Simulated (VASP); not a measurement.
# Al3SiNO (R3m) in VASP: notebook, part 2 of 2

VASP 6.6.1.

### Step 4. Relaxation of cell and atoms, PBE

This run uses another cell than the first one, of 14.76 Å³/atom.

The input, INCAR:

```
PREC     = Accurate       # precision mode
ENCUT    = 600            # plane-wave cutoff, eV
EDIFF    = 1E-6           # SCF threshold, eV
ISMEAR   = 0              # smearing method
SIGMA    = 0.1            # smearing width, eV
LREAL    = False          # projectors in reciprocal space
LASPH    = True           # aspherical terms in the spheres
NELM     = 80             # most SCF steps
ALGO     = Normal         # electronic algorithm
ISIF     = 3              # what is computed and relaxed
LWAVE    = False          # write WAVECAR
LCHARG   = False          # write CHGCAR
GGA      = PE             # functional
IBRION   = 2              # ionic algorithm
NSW      = 90             # ionic steps
EDIFFG   = -0.04          # ionic threshold
```

The input, KPOINTS:

```
regular mesh
0
Gamma
  6 6 6
```

The input, POSCAR:

```
Al3SiNO
1.0
    2.5040173300      1.4456950800      4.0763162300
   -2.5040173300      1.4456950800      4.0763162300
    0.0000000000     -2.8913901600      4.0763162300
Al Si N O
3 1 1 1
Direct
    0.1253439900      0.6249679900      0.6249679900
    0.6249679900      0.1253439900      0.6249679900
    0.6249679900      0.6249679900      0.1253439900
    0.2501820000      0.2501820000      0.2501820000
    0.6248746500      0.6248746500      0.6248746500
    0.9996630000      0.9996630000      0.9996630000
```

Run with:

```sh
> cat potpaw_PBE.64/Al/POTCAR potpaw_PBE.64/Si/POTCAR potpaw_PBE.64/N/POTCAR potpaw_PBE.64/O/POTCAR > POTCAR
> mpirun -np 1 vasp_std > vasp.out
```

Wall time 31 min (1 thread of Intel Xeon 8259CL, shared host); peak memory 0.29 GiB.

It converged, with:

* Free energy: -34.2291 eV
* Relaxed volume: 12.04 Å³/atom
* Relaxed cell: a = 4.253 Å, b = 4.253 Å, c = 4.253 Å, α = 77.62°, β = 77.62°, γ = 77.62°
* Space group after relaxing (to 0.1 Å): R3m (No. 160)
* Energy gained by relaxing: 1434.4 meV/atom
* Ionic steps: 34
* Pressure after relaxing: 0.0 GPa
* Largest force after relaxing: 0.016 eV/Å
* Band gap on the k mesh: zero (filled and empty bands touch)

Forces in eV/Å, atoms in the order of the input:
```
Al  -0.007 -0.004 -0.006
Al   0.007 -0.004 -0.006
Al   0.000  0.008 -0.006
Si   0.000  0.000 -0.014
N    0.000  0.000  0.015
O    0.000  0.000  0.016
```

The path:
```csv
step,energy change (eV),largest force (eV/Å),pressure (GPa),volume (Å³)
1,0.0000,0.6774,-8.75,88.54
2,-1.9259,2.8758,-3.08,78.07
3,-2.9549,3.9779,6.33,70.53
4,-2.5567,5.2714,66.28,55.01
5,-3.4574,4.3771,15.83,65.89
6,-3.6056,4.8695,34.70,60.49
7,-4.0488,4.4544,37.32,59.82
8,-4.0918,6.0871,52.50,57.60
9,-4.3115,4.9035,44.61,58.57
10,-5.1126,4.4481,33.90,60.72
11,-6.6159,3.0831,10.11,67.45
12,-6.8061,0.8990,-12.96,82.28
13,-7.0811,1.6241,-6.18,75.90
14,-7.0847,1.7966,-4.60,74.77
15,-7.1867,1.6898,-4.12,74.24
16,-7.4679,1.2087,-2.20,72.67
17,-7.7834,0.8861,4.56,69.56
18,-7.8922,0.8691,4.64,69.48
19,-8.1493,1.3294,5.73,69.17
20,-8.2054,2.9472,12.03,68.29
21,-8.2756,2.1965,8.69,68.71
22,-8.4566,1.1512,3.79,70.42
23,-8.5117,0.4679,-0.85,72.37
24,-8.5128,0.4202,-0.40,72.14
25,-8.5273,0.4046,-0.48,72.17
26,-8.5514,0.3858,-0.60,72.24
27,-8.5531,0.3803,-0.56,72.27
28,-8.5690,0.3169,-0.31,72.03
29,-8.5915,0.1949,0.80,71.36
30,-8.5976,0.2010,-0.19,71.85
31,-8.5981,0.2026,-0.53,72.04
32,-8.6029,0.1308,-0.25,72.07
33,-8.6055,0.0829,0.16,72.10
34,-8.6062,0.0160,0.02,72.22
```

Final structure:
```xyz
6
Lattice="2.6653 1.5388 2.9346 -2.6653 1.5388 2.9346 0.0000 -3.0777 2.9346" Properties=species:S:1:pos:R:3 pbc="T T T"
Al   -1.3045   -0.7531    4.3198
Al    1.3045   -0.7531    4.3198
Al    0.0000    1.5063    4.3198
Si    0.0000    0.0000    1.4343
N     0.0000    0.0000    5.8689
O     0.0000    0.0000    8.3497
```

Levels at points of the mesh, in eV from the Fermi level:
| k point | band 10 | band 11 | band 12 | band 13 | band 14 | band 15 |
| --- | --- | --- | --- | --- | --- | --- |
| (0.00, 0.00, 0.00) | -1.78 | -1.78 | 0.00 | 0.00 | 0.13 | 2.19 |
| (0.50, 0.00, 0.00) | -3.72 | -3.69 | -0.24 | 0.87 | 2.10 | 3.60 |
| (0.50, 0.50, 0.00) | -2.17 | -1.58 | -1.19 | 1.10 | 1.55 | 2.24 |
| (0.50, 0.50, 0.50) | -2.80 | -2.53 | -2.53 | 2.87 | 2.87 | 3.15 |

Caveat: the volume moved by over 15 % at a fixed basis, so the end points are rough; semilocal functionals underestimate gaps, and a narrow one can read as zero.

### Step 5. Single point, PBE

The input, INCAR:

```
ALGO = Normal
EDIFF = 1E-6
ENCUT = 520
GGA = PE
ISIF = 2
ISMEAR = 0
LASPH = T
LCHARG = F
LREAL = F
LWAVE = F
NBANDS = 21
NELM = 80
PREC = Accurate
SIGMA = 0.1
```

The input, KPOINTS:

```
k-points
0
Gamma
  12 12 12
```

The input, POSCAR:

```
Al3SiNO
1.0
    2.6656840287      1.5390333916      2.9386801931
   -2.6656840287      1.5390333916      2.9386801931
    0.0000000000     -3.0780667831      2.9386801931
Al Si N O
3 1 1 1
Direct
    0.1643779884      0.6537984021      0.6537984021
    0.6537984021      0.1643779884      0.6537984021
    0.6537984021      0.6537984021      0.1643779884
    0.1624770530      0.1624770530      0.1624770530
    0.6670482322      0.6670482322      0.6670482322
    0.9484995422      0.9484995422      0.9484995422
```

Run with:

```sh
> cat potpaw_PBE.64/Al/POTCAR potpaw_PBE.64/Si/POTCAR potpaw_PBE.64/N/POTCAR potpaw_PBE.64/O/POTCAR > POTCAR
> mpirun -np 1 vasp_std > vasp.out
```

Run time: 5 min. Hardware: 1 thread of Intel Xeon 8259CL, shared host; peak memory 0.38 GiB.

Results (log left out):

* Free energy: -34.2172 eV
* Pressure: -0.1 GPa
* Largest force: 0.007 eV/Å
* Band gap on the k mesh: zero (filled and empty bands touch)

Forces in eV/Å, atoms in the order of the input:
```
Al   0.003  0.002 -0.004
Al  -0.003  0.002 -0.004
Al   0.000 -0.003 -0.004
Si   0.000  0.000  0.002
N    0.000  0.000  0.007
O    0.000  0.000  0.004
```

Levels at points of the mesh, in eV from the Fermi level:
```
           k point  band 8  band 9  band 10  band 11  band 12  band 13  band 14  band 15  band 16  band 17
(0.00, 0.00, 0.00)   -5.97   -5.75    -1.77    -1.77     0.02     0.02     0.12     2.21     3.42     3.42
(0.50, 0.00, 0.00)   -5.20   -3.82    -3.69    -3.68    -0.23     0.89     2.10     3.62     4.25     5.20
(0.50, 0.50, 0.00)   -4.68   -4.58    -2.16    -1.56    -1.18     1.12     1.57     2.24     4.48     4.74
(0.50, 0.50, 0.50)   -5.95   -5.21    -2.80    -2.52    -2.52     2.87     2.87     3.13     5.67     7.00
```

Caveat: semilocal functionals underestimate gaps, and a narrow one can read as zero.

### Step 6. Relaxation of cell and atoms, PBE

The input, INCAR:

```
ALGO = Normal
EDIFF = 1E-6
EDIFFG = -0.01
ENCUT = 600
GGA = PE
IBRION = 2
ISIF = 3
ISMEAR = 0
LASPH = True
LCHARG = False
LREAL = False
LWAVE = False
NELM = 100
NSW = 100
PREC = Accurate
SIGMA = 0.1
```

KPOINTS is that of step 5.

The input, POSCAR:

```
Al3SiNO
1.0
    2.6662993359      1.5393886393      2.9371377960
   -2.6662993359      1.5393886393      2.9371377960
    0.0000000000     -3.0787772786      2.9371377960
Al Si N O
3 1 1 1
Direct
    0.1642997347      0.6538483061      0.6538483061
    0.6538483061      0.1642997347      0.6538483061
    0.6538483061      0.6538483061      0.1642997347
    0.1625023098      0.1625023098      0.1625023098
    0.6669829144      0.6669829144      0.6669829144
    0.9485180490      0.9485180490      0.9485180490
```

Potentials or basis: VASP PAW PBE potentials, release 64 (Al, Si, N, O).

Run with:

```sh
> cat potpaw_PBE.64/Al/POTCAR potpaw_PBE.64/Si/POTCAR potpaw_PBE.64/N/POTCAR potpaw_PBE.64/O/POTCAR > POTCAR
> mpirun -np 1 vasp_std > vasp.out
```

It took 9.1 min on 1 thread of Intel Xeon 8259CL, shared host; peak memory 0.43 GiB.

Results (log left out):

```yaml
Free_energy: -34.2223 eV
Relaxed_volume: 12.03 Å³/atom
Relaxed_cell: a = 4.253 Å, b = 4.253 Å, c = 4.253 Å, α = 77.56°, β = 77.56°, γ = 77.56°
Space_group_after_relaxing_to_0.1_Å: R3m (No. 160)
Energy_gained_by_relaxing: 0.0 meV/atom
Ionic_steps: 2
Pressure_after_relaxing: 0.1 GPa
Largest_force_after_relaxing: 0.008 eV/Å
Band_gap_on_the_k_mesh: zero (filled and empty bands touch)
```

Forces on the atoms (eV/Å):
```
Al   0.001  0.001 -0.006
Al  -0.001  0.001 -0.006
Al   0.000 -0.001 -0.006
Si   0.000  0.000  0.005
N    0.000  0.000  0.008
O    0.000  0.000  0.004
```

Final structure:
```xyz
6
Lattice="2.6636 1.5378 2.9369 -2.6636 1.5378 2.9369 0.0000 -3.0757 2.9369" Properties=species:S:1:pos:R:3 pbc="T T T"
Al   -1.3034   -0.7525    4.3228
Al    1.3034   -0.7525    4.3228
Al    0.0000    1.5051    4.3228
Si    0.0000    0.0000    1.4322
N     0.0000    0.0000    5.8768
O     0.0000    0.0000    8.3570
```

Levels at points of the mesh, in eV from the Fermi level:
```
           k point  band 9  band 10  band 11  band 12  band 13  band 14  band 15  band 16
(0.00, 0.00, 0.00)   -5.76    -1.78    -1.78     0.02     0.02     0.12     2.21     3.42
(0.50, 0.00, 0.00)   -3.83    -3.70    -3.69    -0.24     0.89     2.10     3.63     4.25
(0.50, 0.50, 0.00)   -4.59    -2.17    -1.57    -1.19     1.12     1.57     2.24     4.49
(0.50, 0.50, 0.50)   -5.22    -2.81    -2.52    -2.52     2.88     2.88     3.14     5.69
```

Caveat: semilocal functionals underestimate gaps, and a narrow one can read as zero.

### Step 7. Summary

| task | cell | k mesh | cutoff (eV) | gap on the mesh (eV) | pressure (GPa) | relaxed volume (Å³/atom) | largest force (eV/Å) |
| --- | --- | --- | --- | --- | --- | --- | --- |
| single point | a = 4.255 Å, angles 77.6°, 6 atoms, atomic positions A | 6 × 6 × 6 | 520 | none | -0.1 | - | 0.01 |
| single point | a = 4.998 Å, angles 60.1°, 6 atoms, atomic positions B | 6 × 6 × 6 | 520 | none | -8.7 | - | 0.68 |
| relaxation of cell and atoms | relaxed from a = 4.998 Å, angles 60.1°, 6 atoms, atomic positions B | 6 × 6 × 6 | 600 | none | 0.0 | 12.04 | 0.02 |
| single point | a = 4.256 Å, angles 77.6°, 6 atoms, atomic positions C | 12 × 12 × 12 | 520 | none | -0.1 | - | 0.01 |
| relaxation of cell and atoms | relaxed from a = 4.255 Å, angles 77.6°, 6 atoms, atomic positions A | 12 × 12 × 12 | 600 | none | 0.1 | 12.03 | 0.01 |

Alike in all rows: level PBE; potentials or basis VASP PAW PBE potentials, release 64 (Al, Si, N, O); no spin polarisation; smearing gaussian 0.1 eV.

Caveats: semilocal functionals underestimate gaps, and a narrow one can read as zero (at least some runs); the stress differs along the axes, from -29 to 2 GPa (at least some runs); the volume moved by over 15 % at a fixed basis, so the end points are rough (at least some runs).

Total energies depend on the potentials used, so only differences within one code and one set of settings carry meaning.
